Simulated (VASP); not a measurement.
# Cd (C2/m) in VASP: single point with PBE

Aim: the single point of Cd with PBE.

Program: VASP 6.6.1. These are calculated values, not measurements. Logs are shortened: lines on timing, memory, paths and dates and some standing lists are left out, and cuts for length are marked.

### Step 1. The cell of the first run

Symmetry: C2/m, No. 12, monoclinic system. The conventional cell has a = 4.826 Å, b = 3.020 Å, c = 5.461 Å, α = 90.00°, β = 90.21°, γ = 90.00°. Within 3.7 Å of Cd (site symmetry m) lie 12 Cd at 2.78 to 3.63 Å.

### Step 2. Single point, PBE (strained and its atoms moved)

INCAR reads:

```
SYSTEM = Cd
PREC = Accurate
ENCUT = 520
EDIFF = 1E-6
ISMEAR = 0
SIGMA = 0.1
LREAL = .False.
LASPH = .True.
NELM = 100
ALGO = Normal
ISIF = 2
LWAVE = .False.
LCHARG = .False.
GGA = PE
NBANDS = 19
```

KPOINTS reads:

```
Automatic mesh
0
Gamma
  16 16 8
  0 0 0
```

POSCAR reads:

```
Cd
1.0
    3.0196234840      0.0000000000      0.0000000000
   -1.5098117420      2.4128933458      0.0045404115
    0.0000000000      0.0098870640      5.4606366825
Cd
2
Direct
    0.3286505100      0.6573010201      0.2057057268
    0.6713494900      0.3426989799      0.7942942732
```

Potentials or basis: VASP PAW PBE potentials, release 64 (Cd).

On the command line:

```bash
$ cat potpaw_PBE.64/Cd/POTCAR > POTCAR
$ mpirun -np 1 vasp_std > vasp.out
```

OUTCAR:

```text
SYSTEM = Cd
   PREC = Accurate
   ENCUT = 520
   EDIFF = 1E-6
   ISMEAR = 0
   LREAL = .False.
   LASPH = .True.
   NELM = 100
   ISIF = 2
   GGA = PE

 ion  position               nearest neighbor table
   1  0.329  0.657  0.206-   2 2.78   2 2.81   2 2.81   2 3.62   2 3.63   2 3.63
   2  0.671  0.343  0.794-   1 2.78   1 2.81   1 2.81   1 3.62   1 3.63   1 3.63

  LATTYP: Found a base centered monoclinic cell.
 ALAT       =     4.8257952354
 B/A-ratio  =     0.6257255720
 C/A-ratio  =     1.1315535299
 COS(beta)  =    -0.0036923229

  Lattice vectors:

 A1 = (  -1.5098117420,  -2.4128933458,  -0.0045404115)
 A2 = (   1.5098117420,  -2.4128933458,  -0.0045404115)
 A3 = (   0.0000000000,   0.0098870640,   5.4606366825)

Analysis of symmetry for initial positions (statically):
=====================================================================
 Subroutine PRICEL returns:
 Original cell was already a primitive cell.

 Routine SETGRP: Setting up the symmetry group for a
 base centered monoclinic supercell.

 Subroutine GETGRP returns: Found  4 space group operations
 (whereof  4 operations were pure point group operations)
 out of a pool of  4 trial point group operations.

The static configuration has the point symmetry C_2h.

Analysis of symmetry for dynamics (positions and initial velocities):
=====================================================================
 Subroutine PRICEL returns:
 Original cell was already a primitive cell.

 Routine SETGRP: Setting up the symmetry group for a
 base centered monoclinic supercell.

 Subroutine GETGRP returns: Found  4 space group operations
 (whereof  4 operations were pure point group operations)
 out of a pool of  4 trial point group operations.

The dynamic configuration has the point symmetry C_2h.

 Subroutine INISYM returns: Found  4 space group operations
 (whereof  4 operations are pure point group operations),
 and found     1 'primitive' translations

----------------------------------------------------------------------------------------

                                     Primitive cell

  volume of cell :      39.7862

  direct lattice vectors                    reciprocal lattice vectors
     3.019623484  0.000000000  0.000000000     0.331167116  0.207220806 -0.000375195
    -1.509811742  2.412893346  0.004540412     0.000000000  0.414441612 -0.000750391
     0.000000000  0.009887064  5.460636682     0.000000000 -0.000344600  0.183129453

  length of vectors
     3.019623484  2.846332098  5.460645633     0.390656194  0.414442291  0.183129777

  position of ions in fractional coordinates (direct lattice)
     0.328650510  0.657301020  0.205705727
     0.671349490  0.342698980  0.794294273

  ion indices of the primitive-cell ions
   primitive index   ion index
                 1           1
                 2           2

----------------------------------------------------------------------------------------

 KPOINTS: Automatic mesh

Automatic generation of k-mesh.
 Grid dimensions read from file:
 generate k-points for:   16   16    8

 Generating k-lattice:

  Cartesian coordinates                     Fractional coordinates (reciprocal lattice)
     0.020697945  0.012951300 -0.000023450     0.062500000 -0.000000000 -0.000000000
     0.000000000  0.025902601 -0.000046899     0.000000000  0.062500000 -0.000000000
     0.000000000 -0.000043075  0.022891182     0.000000000 -0.000000000  0.125000000

  Length of vectors
     0.024416012  0.025902643  0.022891222

  Shift w.r.t. Gamma in fractional coordinates (k-lattice)
     0.000000000  0.000000000  0.000000000

 Subroutine IBZKPT returns following result:
 ===========================================

 Found    554 irreducible k-points:

 Following reciprocal coordinates:
            Coordinates               Weight
  0.000000  0.000000  0.000000      1.000000
  0.062500  0.000000  0.000000      4.000000
  0.125000  0.000000  0.000000      4.000000
  0.187500  0.000000  0.000000      4.000000
  0.250000  0.000000  0.000000      4.000000
  0.312500  0.000000  0.000000      4.000000
[... 16 lines left out ...]
 -0.187500  0.062500 -0.000000      4.000000
 -0.125000  0.062500  0.000000      2.000000
 [... further k-points ...]
   k-points           NKPTS =    554   k-points in BZ     NKDIM =    554   number of bands    NBANDS=     19
   number of dos      NEDOS =    301   number of ions     NIONS =      2
   total plane-waves  NPLWV =  24192
   dimension x,y,z NGX =    24 NGY =   24 NGZ =   42
   dimension x,y,z NGXF=    48 NGYF=   48 NGZF=   84
   ions per type =               2
   NGX,Y,Z   is equivalent  to a cutoff of  13.21, 14.02, 12.79 a.u.
   NGXF,Y,Z  is equivalent  to a cutoff of  26.43, 28.04, 25.57 a.u.
 SYSTEM =  Cd
   PREC   = accura    normal or accurate (medium, high low for compatibility)
   ISTART =      0    job   : 0-new  1-cont  2-samecut
   ICHARG =      2    charge: 1-file 2-atom 10-const
   ISPIN  =      1    spin polarized calculation?
   LNONCOLLINEAR =      F non collinear calculations
   LSORBIT =      F    spin-orbit coupling
   LASPH  =      T    aspherical Exc in radial PAW
   ENCUT  =  520.0 eV  38.22 Ry    6.18 a.u.   5.61  5.29 10.15*2*pi/ulx,y,z
   NELM   =    100;   NELMIN=  2; NELMDL= -5     # of ELM steps
   EDIFF  = 0.1E-05   stopping-criterion for ELM
   LREAL  =      F    real-space projection
   EDIFFG = 0.1E-04   stopping-criterion for IOM
   NSW    =      0    number of steps for IOM
   IBRION =     -1    ionic relax: 0-MD 1-quasi-New 2-CG
   NFREE  =      0    steps in history (QN), initial steepest desc. (CG)
   ISIF   =      2    stress and relaxation
   ISYM   =      2    0-nonsym 1-usesym 2-fastsym
   POTIM  = 0.5000    time-step for ionic-motion
   TEBEG  =    0.0;   TEEND  =   0.0 temperature during run
   PSTRESS=    0.0 pullay stress
   NELECT =      24.0000    total number of electrons
   NUPDOWN=      -1.0000    fix difference up-down
   EMIN   =  10.00;   EMAX   =-10.00  energy-range for DOS
   EFERMI =   0.00;   METHOD = LEGACY
   ISMEAR =     0;   SIGMA  =   0.10  broadening in eV -4-tet -1-fermi 0-gaus
   EFERMI_NEDOS =   21; number of points for ismear=-14 and -15
   IALGO  =     38    algorithm
   IMIX   =      4    mixing-type and parameters
     AMIX     =   0.40;   BMIX     =  1.00
     AMIX_MAG =   1.60;   BMIX_MAG =  1.00
  volume/ion in A,a.u.               =      19.89       134.25
  Fermi-wavevector in a.u.,A,eV,Ry     =   1.383251  2.613965 26.033162  1.913383
  Thomas-Fermi vector in A             =   2.507866
   LORBIT       =      0    0 simple, 1 ext, 2 COOP (PROOUT), +10 PAW based schemes
   GGA     = PE    functional components
   LHFCALC =     F    Hartree Fock is set to
   AEXX    =    0.0000 exact exchange contribution
   IVDW    =     0    specifies the selected vdW correction
   LEPSILON=     F    determine dielectric tensor
   LRPA    =     F    only Hartree local field effects (RPA)
 non-spin polarized calculation
 Gauss-broadening in eV      SIGMA  =   0.10
  energy-cutoff  :      520.00
  volume of cell :       39.79
 maximum number of plane-waves:      1089
   NGX = 11   NGY = 11   NGZ = 21

 number of electron      23.9999998 magnetization

 Free energy of the ion-electron system (eV)
  ---------------------------------------------------
  ext. energy  EPLUGINS =         0.00000000
  ---------------------------------------------------
  free energy    TOTEN  =        -0.85981274 eV

  energy without entropy =       -0.85741444  energy(sigma->0) =       -0.85861359

 E-fermi :   3.6520     XC(G=0): -11.4000

 val. band max:        3.6503686661   @ k =   0.2500   0.3750   0.3750
 cond. band min:       3.6792177829   @ k =   0.0000   0.0000   0.2500
 fundamental gap:      0.0288491168
 Fermi energy:         3.6520307318

 k-point     1 :       0.0000    0.0000    0.0000
  band No.  band energies     occupation
      1      -7.0114      2.00000
      2      -6.5563      2.00000
      3      -6.3970      2.00000
      4      -6.2949      2.00000
      5      -6.0569      2.00000
      6      -5.8671      2.00000
[... 11 lines left out ...]
     18      19.3341      0.00000
     19      20.1441      0.00000

 k-point     2 :       0.0625    0.0000    0.0000
  band No.  band energies     occupation
      1      -6.9705      2.00000
      2      -6.4882      2.00000
      3      -6.3875      2.00000
      4      -6.2796      2.00000
      5      -6.0464      2.00000
      6      -5.8570      2.00000
[... 11 lines left out ...]
     18      19.6905      0.00000
     19      19.9152      0.00000

 k-point     3 :       0.1250    0.0000    0.0000
  band No.  band energies     occupation
      1      -6.8788      2.00000
      2      -6.4223      2.00000
      3      -6.3784      2.00000
      4      -6.1264      2.00000
      5      -6.0235      2.00000
      6      -5.8282      2.00000
[... 11 lines left out ...]
     18      19.0020      0.00000
     19      19.2047      0.00000

 k-point     4 :       0.1875    0.0000    0.0000
  band No.  band energies     occupation
      1      -6.8332      2.00000
      2      -6.4493      2.00000
      3      -6.3396      2.00000
      4      -6.1107      2.00000
      5      -5.8961      2.00000
      6      -5.8158      2.00000
[... 11 lines left out ...]
     18      17.3357      0.00000
     19      18.7824      0.00000

 k-point     5 :       0.2500    0.0000    0.0000
  band No.  band energies     occupation
      1      -6.8844      2.00000
      2      -6.5513      2.00000
      3      -6.3434      2.00000
      4      -6.1540      2.00000
      5      -5.8237      2.00000
      6      -5.7868      2.00000
[... 11 lines left out ...]
     18      17.6274      0.00000
     19      18.3714      0.00000
[... 334 lines left out ...]
      2      -6.5793      2.00000
      3      -6.4047      2.00000
      4      -6.1270      2.00000
      5      -5.8623      2.00000
      6      -5.7829      2.00000
[... 11 lines left out ...]
     18      17.9993      0.00000
     19      18.3402      0.00000

 k-point    22 :      -0.2500    0.0625    0.0000
  band No.  band energies     occupation
      1      -6.8101      2.00000
      2      -6.4988      2.00000
      3      -6.2978      2.00000
      4      -6.1614      2.00000
      5      -5.8946      2.00000
      6      -5.8297      2.00000
[... 11 lines left out ...]
     18      17.3405      0.00000
     19      18.6450      0.00000

 k-point    23 :      -0.1875    0.0625   -0.0000
  band No.  band energies     occupation
      1      -6.8154      2.00000
      2      -6.4836      2.00000
      3      -6.3265      2.00000
      4      -6.0979      2.00000
      5      -6.0366      2.00000
      6      -5.8057      2.00000
[... 11 lines left out ...]
     18      18.4032      0.00000
     19      18.8321      0.00000

 k-point    24 :      -0.1250    0.0625    0.0000
  band No.  band energies     occupation
      1      -6.9066      2.00000
      2      -6.4697      2.00000
      3      -6.3169      2.00000
      4      -6.2988      2.00000
      5      -6.0346      2.00000
      6      -5.8072      2.00000
[... 11 lines left out ...]
     18      19.5995      0.00000
     19      20.2802      0.00000

 [... further k-points ...]

------------------------ aborting loop because EDIFF is reached ----------------------------------------

  FORCE on cell =-STRESS in cart. coord.  units (eV):
  Direction    XX          YY          ZZ          XY          YZ          ZX
  --------------------------------------------------------------------------------------
  -------------------------------------------------------------------------------------
  Total        3.0397273      5.3146161      4.0350058      0.0000000     -0.1231492      0.0000000
  in kB      122.4087540    214.0177320    162.4882748      0.0000000     -4.9591761      0.0000000
  external PRESSURE =     166.3049203 kB  Pullay stress =       0.0000000 kB

 VOLUME and BASIS-vectors are now :
 -----------------------------------------------------------------------------
  energy-cutoff  :      520.00
  volume of cell :       39.79
      direct lattice vectors                 reciprocal lattice vectors
     3.019623484  0.000000000  0.000000000     0.331167116  0.207220806 -0.000375195
    -1.509811742  2.412893346  0.004540412     0.000000000  0.414441612 -0.000750391
     0.000000000  0.009887064  5.460636682     0.000000000 -0.000344600  0.183129453

 POSITION                                       TOTAL-FORCE (eV/Angst)
 -----------------------------------------------------------------------------------
     -0.00000      1.58803      1.12627        -0.000000     -0.037196      2.036977
      1.50981      0.83475      4.33891         0.000000      0.037196     -2.036977
 -----------------------------------------------------------------------------------
    total drift:                                0.000000     -0.000000     -0.000000

  FREE ENERGIE OF THE ION-ELECTRON SYSTEM (eV)
  ---------------------------------------------------
  free  energy   TOTEN  =        -0.8598127440 eV

  energy  without entropy=       -0.8574144376  energy(sigma->0) =       -0.85861359
```

Run time: 1.7 min. Hardware: 1 thread of Intel Xeon 6975P-C (Granite Rapids), shared host; peak memory 0.42 GiB.

What came out:

- Free energy: -0.8598 eV
- Pressure: 16.6 GPa
- Largest force: 2.037 eV/Å
- Band gap on the k mesh: zero (bands 12 and 13 overlap by 4.22 eV)

Forces in eV/Å, atoms in the order of the input:
```
Cd   0.000 -0.037  2.037
Cd   0.000  0.037 -2.037
```

Levels at points of the mesh, in eV from the Fermi level:
```
           k point  band 10  band 11  band 12  band 13  band 14  band 15
(0.00, 0.00, 0.00)    -8.67    -8.61    -3.16    -3.03    12.24    13.80
(0.50, 0.00, 0.00)    -8.43    -2.98    -2.41     1.92     3.06     3.47
(0.00, 0.50, 0.00)    -8.34    -2.42    -1.46     2.61     4.15     4.20
(0.00, 0.00, 0.50)    -8.70    -8.63    -6.72     2.61     5.74    14.06
(0.50, 0.00, 0.50)    -8.42    -2.46    -2.23     0.24     0.36     7.96
(0.00, 0.50, 0.50)    -8.34    -1.87    -1.44     1.22     1.30     7.97
```

Caveat: the cell differs from its parent crystal (strained and its atoms moved); the cell stands under pressure; forces of over 1 eV/Å act on the atoms, so gaps and moduli don't describe the material at rest.
